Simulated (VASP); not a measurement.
# RbBr (I4/mmm) in VASP: settings compared

Aim: see how the results for RbBr move with the level of theory and the settings. Levels: PBE, r2SCAN. Tasks: single point.

Program: VASP 6.6.1. These are calculated values, not measurements. Logs are shortened: lines on timing, memory, paths and dates and some standing lists are left out, and cuts for length are marked.

### 1 The cell of the first run

Symmetry: I4/mmm, No. 139, tetragonal system. The conventional cell has a = 5.028 Å, b = 5.028 Å, c = 6.922 Å, α = 90.00°, β = 90.00°, γ = 90.00°. Within 4.5 Å of Rb (site symmetry 4/mmm) lie 6 Br at 3.46 to 3.56 Å. Within 4.5 Å of Br (site symmetry 4/mmm) lie 6 Rb at 3.46 to 3.56 Å.

### 2 Single point, PBE (biaxial xy strain +2.7%)

The input, INCAR:

```
SYSTEM = RbBr
ALGO = Normal
EDIFF = 1E-6
ENCUT = 520
GGA = PE
ISIF = 2
ISMEAR = -1
LASPH = .True.
LCHARG = .False.
LREAL = .False.
LWAVE = .False.
NBANDS = 15
NELM = 100
PREC = Accurate
SIGMA = 0.02
```

The input, KPOINTS:

```
k-points
0
Gamma
  6 6 6
  0 0 0
```

The input, POSCAR:

```
RbBr
1.0
    0.0000000000      3.5553066430      3.4608260907
    3.5553066430      0.0000000000      3.4608260907
    3.5553066430      3.5553066430      0.0000000000
Rb Br
1 1
Direct
    0.0000000000      0.0000000000      0.0000000000
    0.5000000000      0.5000000000      0.5000000000
```

Potentials or basis: VASP PAW PBE potentials, release 64 (Rb_sv, Br).

On the command line:

```bash
> cat potpaw_PBE.64/Rb_sv/POTCAR potpaw_PBE.64/Br/POTCAR > POTCAR
> mpirun -np 1 vasp_std > vasp.out
```

OUTCAR:

```text
SYSTEM = RbBr
   EDIFF = 1E-6
   ENCUT = 520
   GGA = PE
   ISIF = 2
   ISMEAR = -1
   LASPH = .True.
   LREAL = .False.
   NELM = 100
   PREC = Accurate

 ion  position               nearest neighbor table
   1  0.000  0.000  0.000-   2 3.46   2 3.46   2 3.56   2 3.56   2 3.56   2 3.56
   2  0.500  0.500  0.500-   1 3.46   1 3.46   1 3.56   1 3.56   1 3.56   1 3.56

  LATTYP: Found a body centered tetragonal cell.
 ALAT       =     5.0279628729
 C/A-ratio  =     1.3766315218

  Lattice vectors:

 A1 = (   0.0000000000,  -3.5553066430,  -3.4608260907)
 A2 = (   0.0000000000,   3.5553066430,  -3.4608260907)
 A3 = (   3.5553066430,   0.0000000000,   3.4608260907)

Analysis of symmetry for initial positions (statically):
=====================================================================
 Subroutine PRICEL returns:
 Original cell was already a primitive cell.

 Routine SETGRP: Setting up the symmetry group for a
 body centered tetragonal supercell.

 Subroutine GETGRP returns: Found 16 space group operations
 (whereof 16 operations were pure point group operations)
 out of a pool of 16 trial point group operations.

The static configuration has the point symmetry D_4h.

Analysis of symmetry for dynamics (positions and initial velocities):
=====================================================================
 Subroutine PRICEL returns:
 Original cell was already a primitive cell.

 Routine SETGRP: Setting up the symmetry group for a
 body centered tetragonal supercell.

 Subroutine GETGRP returns: Found 16 space group operations
 (whereof 16 operations were pure point group operations)
 out of a pool of 16 trial point group operations.

The dynamic configuration has the point symmetry D_4h.

 Subroutine INISYM returns: Found 16 space group operations
 (whereof 16 operations are pure point group operations),
 and found     1 'primitive' translations

----------------------------------------------------------------------------------------

                                     Primitive cell

  volume of cell :      87.4911

  direct lattice vectors                    reciprocal lattice vectors
     0.000000000  3.555306643  3.460826091    -0.140634845  0.140634845  0.144474177
     3.555306643  0.000000000  3.460826091     0.140634845 -0.140634845  0.144474177
     3.555306643  3.555306643  0.000000000     0.140634845  0.140634845 -0.144474177

  length of vectors
     4.961604837  4.961604837  5.027962873     0.245823325  0.245823325  0.245823325

[... 90 lines left out ...]
   PSTRESS=    0.0 pullay stress
   NELECT =      16.0000    total number of electrons
   NUPDOWN=      -1.0000    fix difference up-down
   EMIN   =  10.00;   EMAX   =-10.00  energy-range for DOS
   EFERMI =   0.00;   METHOD = LEGACY
   ISMEAR =    -1;   SIGMA  =   0.02  broadening in eV -4-tet -1-fermi 0-gaus
   EFERMI_NEDOS =   21; number of points for ismear=-14 and -15
   IALGO  =     38    algorithm
   IMIX   =      4    mixing-type and parameters
     AMIX     =   0.40;   BMIX     =  1.00
     AMIX_MAG =   1.60;   BMIX_MAG =  1.00
  volume/ion in A,a.u.               =      43.75       295.21
  Fermi-wavevector in a.u.,A,eV,Ry     =   0.929238  1.756005 11.748397  0.863483
  Thomas-Fermi vector in A             =   2.055499
   LORBIT       =      0    0 simple, 1 ext, 2 COOP (PROOUT), +10 PAW based schemes
   GGA     = PE    functional components
   LHFCALC =     F    Hartree Fock is set to
   AEXX    =    0.0000 exact exchange contribution
   IVDW    =     0    specifies the selected vdW correction
   LEPSILON=     F    determine dielectric tensor
   LRPA    =     F    only Hartree local field effects (RPA)
 non-spin polarized calculation
  energy-cutoff  :      520.00
  volume of cell :       87.49
 maximum number of plane-waves:      2392
 NGX is ok and might be reduce to    40
   NGX = 19   NGY = 19   NGZ = 19

 number of electron      16.0000000 magnetization

 Free energy of the ion-electron system (eV)
  ---------------------------------------------------
  ext. energy  EPLUGINS =         0.00000000
  ---------------------------------------------------
  free energy    TOTEN  =        -6.11229500 eV

  energy without entropy =       -6.11229500  energy(sigma->0) =       -6.11229500

 E-fermi :  -1.6131     XC(G=0):  -6.9088

 val. band max:       -2.0341997554   @ k =   0.0000   0.0000   0.0000
 cond. band min:       2.1106780888   @ k =   0.0000   0.0000   0.0000
 fundamental gap:      4.1448778442
 Fermi energy:        -1.6130720440

 k-point     1 :       0.0000    0.0000    0.0000
  band No.  band energies     occupation
      1     -26.6436      2.00000
      2     -14.1528      2.00000
      3     -10.7143      2.00000
      4     -10.7143      2.00000
      5     -10.7139      2.00000
      6      -2.0539      2.00000
      7      -2.0539      2.00000
      8      -2.0342      2.00000
      9       2.1107      0.00000
     10       5.1493      0.00000
     11       5.1493      0.00000
     12       5.2980      0.00000
     13       5.9633      0.00000
     14       6.0999      0.00000
[... 401 lines left out ...]
      2     -14.1279      2.00000
      3     -10.8119      2.00000
      4     -10.7522      2.00000
      5     -10.7458      2.00000
      6      -2.5387      2.00000
      7      -2.3123      2.00000
      8      -2.2281      2.00000
      9       4.0171      0.00000
     10       4.8945      0.00000
     11       6.4675      0.00000
     12       7.0350      0.00000
     13       7.2019      0.00000
     14       8.0405      0.00000
     15       8.4652      0.00000

 [... further k-points ...]

------------------------ aborting loop because EDIFF is reached ----------------------------------------

  FORCE on cell =-STRESS in cart. coord.  units (eV):
  Direction    XX          YY          ZZ          XY          YZ          ZX
  --------------------------------------------------------------------------------------
  -------------------------------------------------------------------------------------
  Total       -0.1666388     -0.1666388      0.1670986      0.0000000      0.0000000     -0.0000000
  in kB       -3.0515659     -3.0515659      3.0599864      0.0000000      0.0000000     -0.0000000
  external PRESSURE =      -1.0143818 kB  Pullay stress =       0.0000000 kB

 VOLUME and BASIS-vectors are now :
 -----------------------------------------------------------------------------
  energy-cutoff  :      520.00
  volume of cell :       87.49
      direct lattice vectors                 reciprocal lattice vectors
     0.000000000  3.555306643  3.460826091    -0.140634845  0.140634845  0.144474177
     3.555306643  0.000000000  3.460826091     0.140634845 -0.140634845  0.144474177
     3.555306643  3.555306643  0.000000000     0.140634845  0.140634845 -0.144474177

 POSITION                                       TOTAL-FORCE (eV/Angst)
 -----------------------------------------------------------------------------------
      0.00000      0.00000      0.00000         0.000000     -0.000000      0.000000
      3.55531      3.55531      3.46083        -0.000000      0.000000      0.000000
 -----------------------------------------------------------------------------------
    total drift:                                0.000000     -0.000000     -0.000000

  FREE ENERGIE OF THE ION-ELECTRON SYSTEM (eV)
  ---------------------------------------------------
  free  energy   TOTEN  =        -6.1122950006 eV

  energy  without entropy=       -6.1122950006  energy(sigma->0) =       -6.11229500
```

OSZICAR:

```text
N       E                     dE             d eps       ncg     rms          rms(c)
DAV:   1     0.833611152913E+02    0.83361E+02   -0.64106E+03   900   0.894E+02
DAV:   2     0.405984883491E-02   -0.83357E+02   -0.76198E+02  1243   0.163E+02
DAV:   3    -0.615465033803E+01   -0.61587E+01   -0.61248E+01  1194   0.453E+01
DAV:   4    -0.635434514677E+01   -0.19969E+00   -0.19967E+00  1343   0.748E+00
DAV:   5    -0.635551996785E+01   -0.11748E-02   -0.11748E-02  1222   0.617E-01    0.257E+00
DAV:   6    -0.611869699420E+01    0.23682E+00   -0.28762E-01  1096   0.237E+00    0.167E+00
DAV:   7    -0.609843457973E+01    0.20262E-01   -0.13112E-01  1187   0.170E+00    0.889E-01
DAV:   8    -0.611133381791E+01   -0.12899E-01   -0.15852E-02   960   0.716E-01    0.115E-01
DAV:   9    -0.611181024515E+01   -0.47643E-03   -0.80243E-04  1236   0.143E-01    0.739E-02
DAV:  10    -0.611228598576E+01   -0.47574E-03   -0.60752E-04   928   0.135E-01    0.288E-02
DAV:  11    -0.611228752246E+01   -0.15367E-05   -0.37504E-05  1255   0.313E-02    0.835E-03
DAV:  12    -0.611229467929E+01   -0.71568E-05   -0.10695E-05   956   0.190E-02    0.129E-03
DAV:  13    -0.611229500057E+01   -0.32128E-06   -0.37032E-07   961   0.357E-03
   1 F= -.61122950E+01 E0= -.61122950E+01  d E =-.806034E-11
```

Run time: 26 s. Hardware: 1 thread of AMD EPYC 9R45 (Zen 5), shared host; peak memory 0.22 GiB.

Results:

```yaml
Free_energy: -6.1123 eV
Pressure: -0.1 GPa
Band_gap_on_the_k_mesh: 4.14 eV, direct
```

Levels at points of the mesh, in eV from the valence-band top:
```csv
k point,band 4,band 5,band 6,band 7,band 8,band 9,band 10,band 11,band 12,band 13
"(0.00, 0.00, 0.00)",-8.68,-8.68,-0.02,-0.02,0.00,4.14,7.18,7.18,7.33,8.00
"(0.50, 0.00, 0.00)",-8.69,-8.65,-0.87,-0.31,-0.30,6.58,7.40,9.20,9.24,9.78
"(0.50, 0.50, 0.00)",-8.74,-8.74,-0.43,-0.18,-0.18,5.65,6.83,8.84,9.06,9.11
"(0.50, 0.00, 0.50)",-8.73,-8.72,-0.47,-0.16,-0.15,5.68,6.79,8.72,9.01,9.09
```

Caveat: the cell differs from its parent crystal (biaxial xy strain +2.7%).

### 3 Single point, r2SCAN (biaxial xy strain +2.7%)

POSCAR is that of step 2.

The input, INCAR.step1:

```
SYSTEM = RbBr
ALGO = Normal ; EDIFF = 1E-4
ENCUT = 520 ; GGA = PE
ISMEAR = 0 ; LASPH = .True.
LCHARG = .False. ; LREAL = .False.
LWAVE = .True. ; NBANDS = 15
NELM = 80 ; PREC = Accurate
SIGMA = 0.01
```

The input, INCAR.step2:

```
SYSTEM = RbBr
ALGO = Normal ; EDIFF = 1E-6
ENCUT = 520 ; ISIF = 2
ISMEAR = 0 ; ISTART = 1
LASPH = .True. ; LCHARG = .False.
LMIXTAU = .True. ; LREAL = .False.
LWAVE = .False. ; METAGGA = R2SCAN
NBANDS = 15 ; NELM = 80
PREC = Accurate ; SIGMA = 0.01
```

KPOINTS is that of step 2.

Potentials or basis: VASP PAW PBE potentials, release 64 (Rb_sv, Br).

On the command line:

```bash
> cat potpaw_PBE.64/Rb_sv/POTCAR potpaw_PBE.64/Br/POTCAR > POTCAR
> cp INCAR.step1 INCAR
> mpirun -np 1 vasp_std > vasp.out
> cp INCAR.step2 INCAR
> mpirun -np 1 vasp_std > vasp.out
```

Run time: 1.9 min. Hardware: 1 thread of AMD EPYC 9R45 (Zen 5), shared host; peak memory 0.23 GiB.

Results (log left out):

```yaml
Free_energy: -31.1437 eV
Pressure: -0.6 GPa
Band_gap_on_the_k_mesh: 4.74 eV, direct
```

Stress tensor (GPa, compression positive):
```
-0.82  0.00  0.00
 0.00 -0.82  0.00
 0.00  0.00 -0.16
```

Levels at points of the mesh, in eV from the valence-band top:
```csv
k point,band 4,band 5,band 6,band 7,band 8,band 9,band 10,band 11,band 12,band 13
"(0.00, 0.00, 0.00)",-8.88,-8.88,-0.02,-0.02,0.00,4.74,7.79,7.79,7.94,8.78
"(0.50, 0.00, 0.00)",-8.88,-8.84,-0.85,-0.30,-0.30,7.06,7.97,9.94,9.98,10.48
"(0.50, 0.50, 0.00)",-8.93,-8.93,-0.44,-0.19,-0.19,6.10,7.64,9.34,9.91,10.02
"(0.50, 0.00, 0.50)",-8.93,-8.92,-0.48,-0.16,-0.15,6.14,7.60,9.23,9.86,9.99
```

Caveat: the cell differs from its parent crystal (biaxial xy strain +2.7%); the PAW data sets were made with another functional, which shifts forces and pressure a little.
